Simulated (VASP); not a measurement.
Set up this calculation in VASP 6.6.1, as the native input.

| Property | Result |
| --- | --- |
| Task | single point |
| Functional | LDA |
| Potentials or basis | VASP PAW LDA potentials, release 64 (Si, C) |
| Cutoff | 600 eV |
| k mesh | 10 × 10 × 10 |
| Occupations | gaussian, width 0.02 eV |
| Spin | no spin polarisation |
| Dipole correction | no |
| Further INCAR settings | ALGO = Normal; EDIFF = 1e-06; NBANDS = 11 |

The structure of SiC (l) lies in POSCAR:

```
SiC
1.0
    0.0000000000      2.1644839164      2.1644839164
    2.1644839164      0.0000000000      2.1644839164
    2.1644839164      2.1644839164      0.0000000000
Si C
1 1
Direct
    0.0000000000      0.0000000000      0.0000000000
    0.2500000000      0.2500000000      0.2500000000
```

The input as run:

INCAR

```
  ALGO = Normal
  EDIFF = 1E-6
  ENCUT = 600
  GGA_COMPAT = False
  ISIF = 2
  ISMEAR = 0
  LASPH = True
  LCHARG = False
  LREAL = False
  LWAVE = False
  NBANDS = 11
  NELM = 120
  PREC = Accurate
  SIGMA = 0.02
```

KPOINTS

```
k-points
0
Gamma
  10 10 10
```

Potentials or basis: VASP PAW LDA potentials, release 64 (Si, C).

Run with:

```bash
$ cat potpaw_LDA.64/Si/POTCAR potpaw_LDA.64/C/POTCAR > POTCAR
$ mpirun -np 1 vasp_std > vasp.out
```

It gave:

```yaml
Pressure: 0.3 GPa
Band_gap_on_the_k_mesh: 1.29 eV, indirect (least direct gap 4.52 eV)
```

It took 11 s on 1 thread of Intel Xeon 8259CL, with other jobs on the host, peak memory 0.13 GiB.
